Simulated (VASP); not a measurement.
**InSe: single point with PBE**

Crystal: InSe.

```
In Se
1.0
     5.83929   -2.11054   -0.01325
     5.83929    2.11054   -0.01325
    -1.58472    0.00000    5.20537
In Se
2 2
Direct
  0.88390 0.89190 0.05330
  0.10810 0.11610 0.94670
  0.67215 0.66051 0.69521
  0.33949 0.32785 0.30479
```

This cell differs from its parent crystal: atoms displaced along a vibrational mode, the cell strained.

| Item | Value |
| --- | --- |
| Program | VASP 6.6.1 |
| Task | single point |
| Functional | PBE |
| Potentials or basis | VASP PAW PBE potentials, release 64 (In_d, Se) |
| Cutoff | 520 eV |
| k mesh | 8 × 8 × 6 |
| Occupations | gaussian, width 0.05 eV |
| Spin | no spin polarisation |

- Pressure: -0.3 GPa
- Largest force: 0.255 eV/Å
- Band gap on the k mesh: 0.91 eV (least direct gap 1.07 eV)

Forces in eV/Å, atoms in the order of the input:
```
In   0.011 -0.180 -0.146
In  -0.011 -0.180  0.146
Se   0.128  0.180 -0.128
Se  -0.128  0.180  0.128
```

Stress tensor (GPa, compression positive):
```
-0.82  0.00 -0.66
 0.00 -0.31  0.00
-0.66  0.00  0.24
```

Levels at points of the mesh, in eV from the valence-band top:
```tsv
k point	band 15	band 16	band 17	band 18	band 19	band 20	band 21	band 22	band 23	band 24
(0.00, 0.00, 0.00)	-3.47	-2.16	-1.96	-1.34	-1.09	2.01	2.43	3.12	4.44	5.30
(0.50, 0.00, 0.00)	-2.51	-2.28	-2.00	-1.76	-1.35	1.62	2.30	3.73	3.85	4.32
(0.50, 0.50, 0.00)	-2.46	-2.44	-1.32	-1.05	0.00	1.22	2.28	3.48	3.63	5.12
(0.00, 0.00, 0.50)	-2.50	-2.03	-1.49	-1.36	-0.65	0.91	1.70	3.18	3.84	6.05
(0.50, 0.00, 0.50)	-3.04	-2.83	-2.10	-1.95	-1.26	2.16	3.08	3.50	4.40	5.66
(0.50, 0.50, 0.50)	-2.37	-2.05	-1.45	-1.01	-0.43	1.74	2.57	3.41	4.77	5.06
```

Wall time 18 min on 1 thread of Intel Xeon 8259CL, with other jobs on the host, peak memory 0.53 GiB.

Caveat: the cell differs from its parent crystal (atoms displaced along a vibrational mode, the cell strained); spin-orbit coupling is left out, which moves the levels of the heavy elements. A k mesh can miss the band edges.
